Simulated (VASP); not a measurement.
Runs of VASP 6.6.1 on GaP. The structure is that of space group R-3m (No. 166), or close to it. The cells are those of the table. 

```csv
cell,gap on the mesh (eV),pressure (GPa),largest force (eV/Å)
"a = 6.902 Å, angles 32.7°, 4 atoms",(b),-3.9,0.11
"a = 6.841 Å, angles 33.0°, 4 atoms",0.72,(c),0.07
"a = 6.872 Å, angles 32.8°, 4 atoms",0.69,(a),0.08
"a = 6.917 Å, angles 32.6°, 4 atoms",0.65,-4.1,0.14
```

Alike in all rows: task single point; level PBEsol; potentials or basis VASP PAW PBE potentials, release 64 (Ga_d, P); no spin polarisation; k mesh 12 × 12 × 12; cutoff (eV) 520; smearing methfessel-paxton 0.1 eV.

Q: Estimate the missing entries.

A: (a) -3.6; (b) 0.67; (c) -3.2.

Caveats: the cell stands under tension; the PAW data sets were made with another functional, which shifts forces and pressure a little.

A k mesh can miss the band edges, and the runs leave out spin-orbit coupling on Ga.
